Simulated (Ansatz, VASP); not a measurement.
BaO: VASP beside Ansatz

```
Ba O
1.0
     0.00000    2.71749    2.71749
     2.71749    0.00000    2.71749
     2.71749    2.71749    0.00000
Ba O
1 1
Cartesian
  0.0000 0.0000 0.0000
  2.7175 2.7175 2.7175
```

Change from the starting cell: strained cell.

Alike in both runs: functional PBEsol; k mesh 8 × 8 × 8; occupations gaussian, width 0.02 eV; no spin polarisation.

Ansatz relaxed the structure, and its values are those at the end. VASP's run is a single point on that final structure, the one shown.

|  | VASP | Ansatz |
| --- | --- | --- |
| version | VASP 6.6.1 | Ansatz 0.2.0 |
| potentials or method | VASP PAW PBE potentials, release 64 (Ba_sv, O), cutoff 600 eV | scalar-relativistic, plane waves, PAW |
| valence electrons in the cell | 16 | 16 |

|  | VASP | Ansatz | Ansatz less VASP |
| --- | --- | --- | --- |
| gap on the k mesh at the Fermi level (eV) | 1.64 | 1.72 | +0.074 |
| least direct gap on the mesh (eV) | 1.64 | 1.72 | +0.074 |
| pressure (GPa) | 4.6 | 2.5 | -2.08 |

VASP's potentials were made for PBE, not for PBEsol. The functional is the same, so the differences come from potentials, cutoffs and numerics. Ansatz's warnings: stress scf threshold loose.

Neither program's run includes spin-orbit coupling.
